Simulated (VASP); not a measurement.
# Cu (Fm-3m) in VASP: single point with PBEsol

Aim: the single point of Cu with PBEsol.

All numbers are computed with VASP 6.6.1; they aren't measurements. Logs are shortened: lines on timing, memory, paths and dates and some standing lists are left out, and cuts for length are marked.

## (1) The cell of the first run

The structure is cubic, space group Fm-3m (No. 225). Conventional cell: a = 3.563 Å, b = 3.563 Å, c = 3.563 Å, α = 90.00°, β = 90.00°, γ = 90.00°. Cu (site symmetry m-3m) has 12 Cu at 2.52 Å within 3.3 Å.

## (2) Single point, PBEsol

Contents of INCAR:

```
PREC = Accurate ; ENCUT = 520
EDIFF = 1E-6 ; ISMEAR = 0
SIGMA = 0.1 ; LREAL = False
LASPH = True ; NELM = 60
ALGO = Normal ; ISIF = 2
LWAVE = False ; LCHARG = False
GGA = PS ; NBANDS = 12
```

Contents of KPOINTS:

```
Automatic mesh
0
Gamma
  30 30 30
```

Contents of POSCAR:

```
Cu
1.0
    0.0000000000      1.7816373414      1.7816373414
    1.7816373414      0.0000000000      1.7816373414
    1.7816373414      1.7816373414      0.0000000000
Cu
1
Direct
    0.0000000000      0.0000000000      0.0000000000
```

Potentials or basis: VASP PAW PBE potentials, release 64 (Cu).

Launch:

```console
cat potpaw_PBE.64/Cu/POTCAR > POTCAR
mpirun -np 1 vasp_std > vasp.out
```

OUTCAR:

```text
PREC = Accurate
   ENCUT = 520
   EDIFF = 1E-6
   ISMEAR = 0
   LREAL = False
   LASPH = True
   NELM = 60
   ISIF = 2
   GGA = PS

 ion  position               nearest neighbor table
   1  0.000  0.000  0.000-

  LATTYP: Found a face centered cubic cell.
 ALAT       =     3.5632746828

  Lattice vectors:

 A1 = (   0.0000000000,   1.7816373414,   1.7816373414)
 A2 = (   1.7816373414,   0.0000000000,   1.7816373414)
 A3 = (   1.7816373414,   1.7816373414,   0.0000000000)

Analysis of symmetry for initial positions (statically):
=====================================================================
 Subroutine PRICEL returns:
 Original cell was already a primitive cell.

 Routine SETGRP: Setting up the symmetry group for a
 face centered cubic supercell.

 Subroutine GETGRP returns: Found 48 space group operations
 (whereof 48 operations were pure point group operations)
 out of a pool of 48 trial point group operations.

The static configuration has the point symmetry O_h .

Analysis of symmetry for dynamics (positions and initial velocities):
=====================================================================
 Subroutine PRICEL returns:
 Original cell was already a primitive cell.

 Routine SETGRP: Setting up the symmetry group for a
 face centered cubic supercell.

 Subroutine GETGRP returns: Found 48 space group operations
 (whereof 48 operations were pure point group operations)
 out of a pool of 48 trial point group operations.

The dynamic configuration has the point symmetry O_h .

 Subroutine INISYM returns: Found 48 space group operations
 (whereof 48 operations are pure point group operations),
 and found     1 'primitive' translations

----------------------------------------------------------------------------------------

                                     Primitive cell

  volume of cell :      11.3107

  direct lattice vectors                    reciprocal lattice vectors
     0.000000000  1.781637341  1.781637341    -0.280640728  0.280640728  0.280640728
     1.781637341  0.000000000  1.781637341     0.280640728 -0.280640728  0.280640728
     1.781637341  1.781637341  0.000000000     0.280640728  0.280640728 -0.280640728

  length of vectors
     2.519615691  2.519615691  2.519615691     0.486083999  0.486083999  0.486083999

  position of ions in fractional coordinates (direct lattice)
     0.000000000  0.000000000  0.000000000

  ion indices of the primitive-cell ions
   primitive index   ion index
                 1           1

----------------------------------------------------------------------------------------

 KPOINTS: Automatic mesh

Automatic generation of k-mesh.
 Grid dimensions read from file:
 generate k-points for:   30   30   30

 Generating k-lattice:

  Cartesian coordinates                     Fractional coordinates (reciprocal lattice)
    -0.009354691  0.009354691  0.009354691     0.033333333  0.000000000  0.000000000
     0.009354691 -0.009354691  0.009354691     0.000000000  0.033333333  0.000000000
     0.009354691  0.009354691 -0.009354691     0.000000000  0.000000000  0.033333333

  Length of vectors
     0.016202800  0.016202800  0.016202800

  Shift w.r.t. Gamma in fractional coordinates (k-lattice)
     0.000000000  0.000000000  0.000000000

 Subroutine IBZKPT returns following result:
 ===========================================

 Found    752 irreducible k-points:

 Following reciprocal coordinates:
            Coordinates               Weight
  0.000000  0.000000  0.000000      1.000000
  0.033333  0.000000  0.000000      8.000000
  0.066667  0.000000  0.000000      8.000000
  0.100000  0.000000  0.000000      8.000000
  0.133333  0.000000  0.000000      8.000000
  0.166667  0.000000  0.000000      8.000000
[... 16 lines left out ...]
  0.233333  0.033333  0.000000     24.000000
  0.266667  0.033333  0.000000     24.000000
 [... further k-points ...]
   k-points           NKPTS =    752   k-points in BZ     NKDIM =    752   number of bands    NBANDS=     12
   number of dos      NEDOS =    301   number of ions     NIONS =      1
   total plane-waves  NPLWV =   8000
   dimension x,y,z NGX =    20 NGY =   20 NGZ =   20
   dimension x,y,z NGXF=    40 NGYF=   40 NGZF=   40
   ions per type =               1
   NGX,Y,Z   is equivalent  to a cutoff of  13.20, 13.20, 13.20 a.u.
   NGXF,Y,Z  is equivalent  to a cutoff of  26.39, 26.39, 26.39 a.u.
 SYSTEM =  unknown system
   PREC   = accura    normal or accurate (medium, high low for compatibility)
   ISTART =      0    job   : 0-new  1-cont  2-samecut
   ICHARG =      2    charge: 1-file 2-atom 10-const
   ISPIN  =      1    spin polarized calculation?
   LNONCOLLINEAR =      F non collinear calculations
   LSORBIT =      F    spin-orbit coupling
   LASPH  =      T    aspherical Exc in radial PAW
   ENCUT  =  520.0 eV  38.22 Ry    6.18 a.u.   4.68  4.68  4.68*2*pi/ulx,y,z
   NELM   =     60;   NELMIN=  2; NELMDL= -5     # of ELM steps
   EDIFF  = 0.1E-05   stopping-criterion for ELM
   LREAL  =      F    real-space projection
   EDIFFG = 0.1E-04   stopping-criterion for IOM
   NSW    =      0    number of steps for IOM
   IBRION =     -1    ionic relax: 0-MD 1-quasi-New 2-CG
   NFREE  =      0    steps in history (QN), initial steepest desc. (CG)
   ISIF   =      2    stress and relaxation
   ISYM   =      2    0-nonsym 1-usesym 2-fastsym
   POTIM  = 0.5000    time-step for ionic-motion
   TEBEG  =    0.0;   TEEND  =   0.0 temperature during run
   PSTRESS=    0.0 pullay stress
   NELECT =      11.0000    total number of electrons
   NUPDOWN=      -1.0000    fix difference up-down
   EMIN   =  10.00;   EMAX   =-10.00  energy-range for DOS
   EFERMI =   0.00;   METHOD = LEGACY
   ISMEAR =     0;   SIGMA  =   0.10  broadening in eV -4-tet -1-fermi 0-gaus
   EFERMI_NEDOS =   21; number of points for ismear=-14 and -15
   IALGO  =     38    algorithm
   IMIX   =      4    mixing-type and parameters
     AMIX     =   0.40;   BMIX     =  1.00
     AMIX_MAG =   1.60;   BMIX_MAG =  1.00
  volume/ion in A,a.u.               =      11.31        76.33
  Fermi-wavevector in a.u.,A,eV,Ry     =   1.621971  3.065081 35.794070  2.630790
  Thomas-Fermi vector in A             =   2.715660
   LORBIT       =      0    0 simple, 1 ext, 2 COOP (PROOUT), +10 PAW based schemes
   GGA     = PS    functional components
   LHFCALC =     F    Hartree Fock is set to
   AEXX    =    0.0000 exact exchange contribution
   IVDW    =     0    specifies the selected vdW correction
   LEPSILON=     F    determine dielectric tensor
   LRPA    =     F    only Hartree local field effects (RPA)
 non-spin polarized calculation
 Gauss-broadening in eV      SIGMA  =   0.10
  energy-cutoff  :      520.00
  volume of cell :       11.31
 maximum number of plane-waves:       322
   NGX =  9   NGY =  9   NGZ =  9

 number of electron      11.0000013 magnetization

 Free energy of the ion-electron system (eV)
  ---------------------------------------------------
  ext. energy  EPLUGINS =         0.00000000
  ---------------------------------------------------
  free energy    TOTEN  =        -4.30960637 eV

  energy without entropy =       -4.30838925  energy(sigma->0) =       -4.30899781

 E-fermi :   7.9635     XC(G=0): -13.1622

 val. band max:        7.9356564660   @ k =   0.4667   0.3333   0.0333
 cond. band min:       7.9654682474   @ k =   0.5000   0.2667   0.1000
 fundamental gap:      0.0298117814
 Fermi energy:         7.9634974093

 k-point     1 :       0.0000    0.0000    0.0000
  band No.  band energies     occupation
      1      -1.7777      2.00000
      2       4.7828      2.00000
      3       4.7828      2.00000
      4       4.7828      2.00000
      5       5.6723      2.00000
      6       5.6723      2.00000
      7      30.8749      0.00000
      8      33.8272      0.00000
      9      33.8272      0.00000
     10      33.8272      0.00000
     11      36.3457      0.00000
     12      36.3457      0.00000

 k-point     2 :       0.0333    0.0000    0.0000
  band No.  band energies     occupation
      1      -1.7358      2.00000
      2       4.7732      2.00000
      3       4.7911      2.00000
      4       4.7911      2.00000
      5       5.6688      2.00000
      6       5.6688      2.00000
      7      30.7022      0.00000
      8      33.0589      0.00000
      9      33.6769      0.00000
     10      33.6769      0.00000
     11      36.5540      0.00000
     12      36.5540      0.00000

 k-point     3 :       0.0667    0.0000    0.0000
  band No.  band energies     occupation
      1      -1.6107      2.00000
      2       4.7457      2.00000
      3       4.8153      2.00000
      4       4.8153      2.00000
      5       5.6594      2.00000
      6       5.6594      2.00000
      7      29.9315      0.00000
      8      32.1332      0.00000
      9      33.3279      0.00000
     10      33.3279      0.00000
     11      37.0710      0.00000
     12      37.0710      0.00000
[... 286 lines left out ...]
 k-point    23 :       0.2333    0.0333    0.0000
  band No.  band energies     occupation
      1       0.0180      2.00000
      2       4.4991      2.00000
      3       4.9636      2.00000
      4       4.9708      2.00000
      5       5.6430      2.00000
      6       5.7655      2.00000
      7      22.1510      0.00000
      8      30.5219      0.00000
      9      30.5357      0.00000
     10      33.1751      0.00000
     11      36.1919      0.00000
     12      38.6740      0.00000

 k-point    24 :       0.2667    0.0333    0.0000
  band No.  band energies     occupation
      1       0.5257      2.00000
      2       4.4865      2.00000
      3       4.9466      2.00000
      4       4.9607      2.00000
      5       5.7201      2.00000
      6       5.8361      2.00000
      7      20.4817      0.00000
      8      30.2614      0.00000
      9      30.2908      0.00000
     10      32.8216      0.00000
     11      35.6892      0.00000
     12      37.9159      0.00000

 [... further k-points ...]

------------------------ aborting loop because EDIFF is reached ----------------------------------------

  FORCE on cell =-STRESS in cart. coord.  units (eV):
  Direction    XX          YY          ZZ          XY          YZ          ZX
  --------------------------------------------------------------------------------------
  -------------------------------------------------------------------------------------
  Total        0.0523141      0.0523141      0.0523141     -0.0000000      0.0000000     -0.0000000
  in kB        7.4103988      7.4103988      7.4103988     -0.0000000      0.0000000     -0.0000000
  external PRESSURE =       7.4103988 kB  Pullay stress =       0.0000000 kB

 VOLUME and BASIS-vectors are now :
 -----------------------------------------------------------------------------
  energy-cutoff  :      520.00
  volume of cell :       11.31
      direct lattice vectors                 reciprocal lattice vectors
     0.000000000  1.781637341  1.781637341    -0.280640728  0.280640728  0.280640728
     1.781637341  0.000000000  1.781637341     0.280640728 -0.280640728  0.280640728
     1.781637341  1.781637341  0.000000000     0.280640728  0.280640728 -0.280640728

 POSITION                                       TOTAL-FORCE (eV/Angst)
 -----------------------------------------------------------------------------------
      0.00000      0.00000      0.00000        -0.000000      0.000000     -0.000000
 -----------------------------------------------------------------------------------
    total drift:                                0.000000     -0.000000      0.000000

  FREE ENERGIE OF THE ION-ELECTRON SYSTEM (eV)
  ---------------------------------------------------
  free  energy   TOTEN  =        -4.3096063693 eV

  energy  without entropy=       -4.3083892466  energy(sigma->0) =       -4.30899781
```

Run time: 2.3 min. Hardware: 1 thread of Intel Xeon 8259CL, shared host; peak memory 0.21 GiB.

Results:

```yaml
Free_energy: -4.3096 eV
Pressure: 0.7 GPa
```

Levels at points of the mesh, in eV from the Fermi level:
```tsv
k point	band 4	band 5	band 6	band 7	band 8	band 9
(0.00, 0.00, 0.00)	-3.18	-2.29	-2.29	22.91	25.86	25.86
(0.50, 0.00, 0.00)	-1.68	-1.68	-1.19	3.94	21.38	22.68
(0.50, 0.50, 0.00)	-1.53	-1.53	1.41	7.39	13.35	13.35
```

Caveat: the PAW data sets were made with another functional, which shifts forces and pressure a little.
